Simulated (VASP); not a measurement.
Te2Mo, 12 atoms in the cell. The cell holds a slab with vacuum, 12 atoms: a = 3.581 Å, b = 3.581 Å, c = 42.753 Å, α = 90.00°, β = 90.00°, γ = 120.00°. 

| Property | Result |
| --- | --- |
| Program | VASP 6.6.1 |
| Task | single point |
| Functional | revPBE |
| Potentials or basis | VASP PAW PBE potentials, release 64 (Te, Mo_sv) |
| Cutoff | 520 eV |
| k mesh | 7 × 7 × 1 |
| Occupations | fermi-dirac, width 0.05 eV |
| Spin | no spin polarisation |
| Dipole correction | no |
| Further INCAR settings | ALGO = Normal; EDIFF = 1e-07; NBANDS = 64 |

Potentials or basis: VASP PAW PBE potentials, release 64 (Te, Mo_sv).

The run is started by

```console
$ cat potpaw_PBE.64/Te/POTCAR potpaw_PBE.64/Mo_sv/POTCAR > POTCAR
$ mpirun -np 1 vasp_std > vasp.out
```

Hardware: 1 thread of Intel Xeon 8259CL (shared host).

Problem. Estimate the wall time of this run.

Solution. Wall time 17 min on 1 thread of Intel Xeon 8259CL (shared host), peak memory 0.63 GiB. Counts: scf iterations 25, k points 8.
